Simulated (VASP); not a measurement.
Here is a VASP 6.6.1 calculation.

The input INCAR:

```
SYSTEM = InSe2
  PREC = Accurate
  ENCUT = 520
  EDIFF = 1E-7
  ISMEAR = 0
  SIGMA = 0.01
  LREAL = .False.
  LASPH = .True.
  NELM = 60
  ALGO = Normal
  ISIF = 2
  LWAVE = .False.
  LCHARG = .False.
  GGA = PS
  NBANDS = 34
```

KPOINTS

```
regular mesh
0
Gamma
  10 10 4
  0 0 0
```

File POSCAR:

```
InSe2
1.0
    3.8948930000      0.0000000000      0.0000000000
    0.0000000000      3.8948930000      0.0000000000
    0.0000000000      0.0000000000      9.6262310000
In Se
2 4
Direct
    0.0000000000      0.5000000000      0.7064680000
    0.5000000000      0.0000000000      0.2935320000
    0.0000000000      0.5000000000      0.3662120000
    0.5000000000      0.0000000000      0.6337880000
    0.0000000000      0.0000000000      0.0000000000
    0.5000000000      0.5000000000      0.0000000000
```

Potentials or basis: VASP PAW PBE potentials, release 64 (In_d, Se).

Launch:

```console
$ cat potpaw_PBE.64/In_d/POTCAR potpaw_PBE.64/Se/POTCAR > POTCAR
$ mpirun -np 1 vasp_std > vasp.out
```

Task: Estimate the largest force.

Result: 0.098 eV/Å.

Task: Estimate the band gap on the k mesh.

Result: Zero (bands 25 and 26 overlap by 2.10 eV).

Task: Estimate the pressure.

Result: -3.3 GPa.

Stress tensor (GPa, compression positive):
```
-3.87  0.00  0.00
 0.00 -3.87  0.00
 0.00  0.00 -2.18
```

Caveat: the cell stands under tension; the PAW data sets were made with another functional, which shifts forces and pressure a little; spin-orbit coupling is left out, which moves the levels of the heavy elements.
